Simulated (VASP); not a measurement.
# BN in VASP: a series of runs, part 2 of 2

VASP 6.6.1. The steps go on from the part before.

### Step 4. Single point, r2SCAN+rVV10

This run uses another cell than the first one, of 8.81 Å³/atom.

File POSCAR:

```
BN
1.0
    2.4882474826      0.0027783522     -0.2444865124
   -1.2344752300      2.1604232930      0.2445306024
   -0.9249799228     -0.9087833053      3.3134102742
B N
1 1
Direct
    0.9910320786      0.9914197637     -0.0061621980
    0.6571169214      0.3244642363      0.9929671980
```

File INCAR.step1:

```
SYSTEM = BN
PREC = Accurate
ENCUT = 520
ISMEAR = -1
SIGMA = 0.02
LREAL = .False.
LASPH = .True.
NELM = 60
NBANDS = 11
GGA = PE
ALGO = Normal
EDIFF = 1E-4
LWAVE = .True.
LCHARG = .False.
```

File INCAR.step2:

```
SYSTEM = BN
PREC = Accurate
ENCUT = 520
EDIFF = 1E-6
ISMEAR = -1
SIGMA = 0.02
LREAL = .False.
LASPH = .True.
NELM = 60
ALGO = Normal
ISIF = 2
LWAVE = .False.
LCHARG = .False.
METAGGA = R2SCAN
LMIXTAU = .True.
LUSE_VDW = .True.
IVDW_NL = 2
BPARAM = 11.95
CPARAM = 0.0093
NBANDS = 11
ISTART = 1
```

File KPOINTS:

```
regular mesh
0
Gamma
  12 12 12
  0 0 0
```

Potentials or basis: VASP PAW PBE potentials, release 64 (B, N).

On the command line:

```console
$ cat potpaw_PBE.64/B/POTCAR potpaw_PBE.64/N/POTCAR > POTCAR
$ cp INCAR.step1 INCAR
$ mpirun -np 1 vasp_std > vasp.out
$ cp INCAR.step2 INCAR
$ mpirun -np 1 vasp_std > vasp.out
```

OUTCAR:

```text
SYSTEM = BN
   PREC = Accurate
   ENCUT = 520
   EDIFF = 1E-6
   ISMEAR = -1
   LREAL = .False.
   LASPH = .True.
   NELM = 60
   ISIF = 2
   METAGGA = R2SCAN
   IVDW_NL = 2
   BPARAM = 11.95
   ISTART = 1

 ion  position               nearest neighbor table
   1  0.991  0.991  0.994-   2 1.44   2 1.44   2 1.44
   2  0.657  0.324  0.993-   1 1.44   1 1.44   1 1.44

  LATTYP: Found a triclinic cell.
 ALAT       =     2.5002772289
 B/A-ratio  =     0.9999813554
 C/A-ratio  =     1.4230870813
 COS(alpha) =     0.0012659038
 COS(beta)  =     0.3513214727
 COS(gamma) =     0.5000090190

  Lattice vectors:

 A1 = (  -1.2537722526,  -2.1632016452,  -0.0000440900)
 A2 = (   1.2344752300,  -2.1604232930,  -0.2445306024)
 A3 = (  -0.9249799228,  -0.9087833053,   3.3134102742)

Analysis of symmetry for initial positions (statically):
=====================================================================
 Subroutine PRICEL returns:
 Original cell was already a primitive cell.

 Routine SETGRP: Setting up the symmetry group for a
 triclinic supercell.

 Subroutine GETGRP returns: Found  1 space group operations
 (whereof  1 operations were pure point group operations)
 out of a pool of  2 trial point group operations.

The static configuration has the point symmetry C_1 .

Analysis of symmetry for dynamics (positions and initial velocities):
=====================================================================
 Subroutine PRICEL returns:
 Original cell was already a primitive cell.

 Routine SETGRP: Setting up the symmetry group for a
 triclinic supercell.

 Subroutine GETGRP returns: Found  1 space group operations
 (whereof  1 operations were pure point group operations)
 out of a pool of  2 trial point group operations.

The dynamic configuration has the point symmetry C_1 .
[... 116 lines left out ...]
   IALGO  =     38    algorithm
   IMIX   =      4    mixing-type and parameters
     AMIX     =   0.40;   BMIX     =  1.00
     AMIX_MAG =   1.60;   BMIX_MAG =  1.00
  volume/ion in A,a.u.               =       8.81        59.43
  Fermi-wavevector in a.u.,A,eV,Ry     =   1.258433  2.378094 21.546915  1.583654
  Thomas-Fermi vector in A             =   2.392043
   LORBIT       =      0    0 simple, 1 ext, 2 COOP (PROOUT), +10 PAW based schemes
   METAGGA = R2SCAN    functional components
   LHFCALC =     F    Hartree Fock is set to
   AEXX    =    0.0000 exact exchange contribution
   IVDW_NL    =     2    kernel type
   BPARAM     =11.9500
   IVDW    =     0    specifies the selected vdW correction
   LEPSILON=     F    determine dielectric tensor
   LRPA    =     F    only Hartree local field effects (RPA)
 non-spin polarized calculation
  energy-cutoff  :      520.00
  volume of cell :       17.61
 maximum number of plane-waves:       499
   NGX =  9   NGY =  9   NGZ = 13

 number of electron       8.0000000 magnetization

 Free energy of the ion-electron system (eV)
  ---------------------------------------------------
  ext. energy  EPLUGINS =         0.00000000
  ---------------------------------------------------
  free energy    TOTEN  =       -19.12344608 eV

  energy without entropy =      -19.12344608  energy(sigma->0) =      -19.12344608

 E-fermi :   2.6201     XC(G=0): -10.9591

 val. band max:        2.1692219281   @ k =   0.3333   0.4167   0.0000
 cond. band min:       6.8784790930   @ k =   0.5000   0.5000   0.5000
 fundamental gap:      4.7092571649
 Fermi energy:         2.6201349137

 k-point     1 :       0.0000    0.0000    0.0000
  band No.  band energies     occupation
      1     -16.6588      2.00000
      2      -1.9085      2.00000
      3       0.8747      2.00000
      4       0.8747      2.00000
      5       7.8598      0.00000
      6      14.6366      0.00000
      7      14.6378      0.00000
      8      16.6959      0.00000
      9      18.0596      0.00000
     10      29.7213      0.00000
     11      32.2854      0.00000
[... 309 lines left out ...]
 k-point    24 :       0.4167    0.0833   -0.0000
  band No.  band energies     occupation
      1     -13.2831      2.00000
      2      -6.7472      2.00000
      3      -2.4895      2.00000
      4       0.9064      2.00000
      5       7.1720      0.00000
      6      13.3668      0.00000
      7      17.1068      0.00000
      8      21.0904      0.00000
      9      23.5540      0.00000
     10      25.2858      0.00000
     11      28.4886      0.00000

 [... further k-points ...]
[... 5 lines left out ...]
  --------------------------------------------------------------------------------------
  -------------------------------------------------------------------------------------
  Total        0.0872741      0.0880272     -0.0340948      0.0005577      0.0076253     -0.0131210
  in kB        7.9391137      8.0076193     -3.1015240      0.0507302      0.6936566     -1.1935852
  external PRESSURE =       4.2817363 kB  Pullay stress =       0.0000000 kB

 VOLUME and BASIS-vectors are now :
 -----------------------------------------------------------------------------
  energy-cutoff  :      520.00
  volume of cell :       17.61
      direct lattice vectors                 reciprocal lattice vectors
     2.488247483  0.002778352 -0.244486512     0.419051239  0.219395808  0.177158028
    -1.234475230  2.160423293  0.244530602     0.012092427  0.455266479  0.128243650
    -0.924979923 -0.908783305  3.313410274     0.030028098 -0.017410241  0.305411394

 POSITION                                       TOTAL-FORCE (eV/Angst)
 -----------------------------------------------------------------------------------
      0.32277      1.24146      3.29313         0.000171     -0.000008      0.000563
      0.31605     -0.19959      3.20879        -0.000171      0.000008     -0.000563
 -----------------------------------------------------------------------------------
    total drift:                               -0.000002     -0.000021      0.000577

  FREE ENERGIE OF THE ION-ELECTRON SYSTEM (eV)
  ---------------------------------------------------
  free  energy   TOTEN  =       -19.1234460768 eV

  energy  without entropy=      -19.1234460768  energy(sigma->0) =      -19.12344608
```

Run time: 6 min. Hardware: 1 thread of AMD EPYC 9R45 (Zen 5), shared host; peak memory 0.3 GiB.

What came out:

```yaml
Free_energy: -19.1234 eV
Pressure: 0.4 GPa
Band_gap_on_the_k_mesh: 4.71 eV (least direct gap 5.38 eV)
```

Levels at points of the mesh, in eV from the valence-band top:
```csv
k point,band 2,band 3,band 4,band 5,band 6,band 7
"(0.00, 0.00, 0.00)",-4.08,-1.29,-1.29,5.69,12.47,12.47
"(0.50, 0.00, 0.00)",-9.16,-4.28,-1.25,4.72,10.60,15.33
"(0.00, 0.50, 0.50)",-9.16,-4.28,-1.25,4.72,10.60,15.33
"(0.00, 0.50, 0.00)",-9.32,-4.20,-0.53,6.00,10.72,13.90
"(0.50, 0.00, 0.50)",-9.32,-4.20,-0.53,6.00,10.72,13.90
"(0.50, 0.50, 0.00)",-9.32,-4.20,-0.52,6.02,10.71,13.89
"(0.00, 0.00, 0.50)",-6.49,-1.32,-1.32,11.28,12.37,12.37
"(0.50, 0.50, 0.50)",-9.15,-4.28,-1.26,4.71,10.61,15.35
```

Caveat: the PAW data sets were made with another functional, which shifts forces and pressure a little. A k mesh can miss the band edges.

### Step 5. Summary

| level | cell | k mesh | gap on the mesh (eV) | pressure (GPa) |
| --- | --- | --- | --- | --- |
| PBE+D3(BJ) | a = 2.506, b = 2.506, c = 3.592 Å, angles 90.3, 110.1, 120.0°, 2 atoms | 12 × 12 × 8 | 4.19 | 0.1 |
| PBE | a = 2.500, b = 2.500, c = 3.558 Å, angles 90.1, 110.5, 120.0°, 2 atoms | 12 × 12 × 12 | 4.21 | 4.7 |
| r2SCAN+rVV10 | a = 2.500, b = 2.500, c = 3.558 Å, angles 90.1, 110.5, 120.0°, 2 atoms | 12 × 12 × 12 | 4.71 | 0.4 |

Alike in all rows: task single point; potentials or basis VASP PAW PBE potentials, release 64 (B, N); no spin polarisation; cutoff (eV) 520; smearing fermi-dirac 0.02 eV.

Caveats: the cell stands under pressure (at least some runs); this functional lacks dispersion, which binds the layers, so the pressure and a relaxed spacing across them are unreliable (at least some runs); the PAW data sets were made with another functional, which shifts forces and pressure a little (at least some runs).

Absolute energies hang on the potentials; compare differences alone.
